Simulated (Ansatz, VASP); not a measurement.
**LiF: VASP beside Ansatz**

Contents of POSCAR:

```
LiF
1.0
    2.5162584444      0.0000000000      0.0000000000
    0.0000000000      2.5162584444      0.0000000000
    0.0000000000      0.0000000000      2.5162584444
Li F
1 1
Direct
    0.0000000000      0.0000000000      0.0000000000
    0.5000000000      0.5000000000      0.5000000000
```

File INCAR.step1:

```
PREC = Accurate
ENCUT = 520
EDIFF = 1E-5
ISMEAR = 0
SIGMA = 0.01
LREAL = F
LASPH = T
NELM = 60
ALGO = Normal
ISIF = 2
LWAVE = T
LCHARG = F
GGA = PE
NBANDS = 12
```

INCAR.step2

```
PREC = Accurate
ENCUT = 520
EDIFF = 1E-6
ISMEAR = 0
SIGMA = 0.01
LREAL = F
LASPH = T
NELM = 60
ALGO = Normal
ISIF = 2
LWAVE = F
LCHARG = F
GGA = PE
LHFCALC = T
HFSCREEN = 0.2079
PRECFOCK = Normal
ISTART = 1
NBANDS = 12
```

File KPOINTS:

```
Automatic mesh
0
Gamma
  4 4 4
```

Input for Ansatz:

```yaml
crystal:
  lattice:
    - [2.5162584444, 0.0, 0.0]
    - [0.0, 2.5162584444, 0.0]
    - [0.0, 0.0, 2.5162584444]
  atoms:
    - { symbol: Li, position: [0.0, 0.0, 0.0] }
    - { symbol: F, position: [0.5, 0.5, 0.5] }
kpoints:
  mp_grid: { grid: [4, 4, 4] }
hamiltonian:
  xc: hse06
scf:
  occupations: { method: fixed }
  n_extra_bands: 4
output:
  forces: true
  stress: true
  eigenvalues: true
  write_density: true
  write_potential: true
  elf: true
  volumetric_format: npy
```

Alike in both runs: task single point; functional HSE06; k mesh 4 × 4 × 4; no spin polarisation.

|  | VASP | Ansatz |
| --- | --- | --- |
| version | VASP 6.6.1 | Ansatz 0.2.0 |
| potentials or method | VASP PAW PBE potentials, release 64 (Li_sv, F) | plane waves, PAW |
| plane-wave cutoff (eV) | 520 | 420 |
| occupations | gaussian, width 0.01 eV | fixed |
| valence electrons in the cell | 10 | 10 |

```tsv
	VASP	Ansatz	Ansatz less VASP
gap on the k mesh at the Fermi level (eV)	10.18	10.17	-0.011
```

Ansatz's warnings: stress exchange threshold loose, stress scf threshold loose.

The k mesh is coarse, so the values compare programs but aren't converged. Noted on VASP's run: the cutoff is short for stress, so the pressure is rough.
